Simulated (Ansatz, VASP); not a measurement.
## MnO: VASP beside Ansatz

```
Mn O
1.0
     2.95135   -1.70546    0.00000
     2.95135    1.70546    0.00000
    -1.97131    0.00000    2.79145
Mn O
1 1
Direct
  0.50020 0.50020 0.50067
  0.74980 0.74980 0.24934
```

Alike in both runs: task single point; functional LDA; k mesh 9 × 9 × 9; occupations fermi-dirac, width 0.05 eV; collinear spin.

|  | VASP | Ansatz |
| --- | --- | --- |
| version | VASP 6.6.1 | Ansatz 0.2.0 |
| potentials or method | VASP PAW LDA potentials, release 64 (Mn_pv, O) | Ansatz PAW |
| plane-wave cutoff (eV) | 520 | 420 |
| valence electrons in the cell | 19 | 21 |

|  | VASP | Ansatz | Ansatz less VASP |
| --- | --- | --- | --- |
| gap on the k mesh at the Fermi level (eV) | none | none | - |
| pressure (GPa) | -12.2 | -11.7 | +0.53 |
| traceless stress, the component that is largest in VASP (GPa) | -0.15 | -0.15 | +0.004 |
| net moment per atom (μB) | 2.44 | 2.47 | +0.029 |
| size of the moment on the site where the two differ most (μB) | 4.31 | 3.94 | -0.378 |

LDA's correlation is that of Perdew and Zunger in VASP and of Perdew and Wang (1992) in Ansatz. Site moments also hang on the region over which each program counts them. A gap of «none» marks a metal or a gap that the smearing closes. VASP's potentials hold 19 valence electrons a cell and Ansatz's 21, so a difference there can come from the potentials and not from the codes.
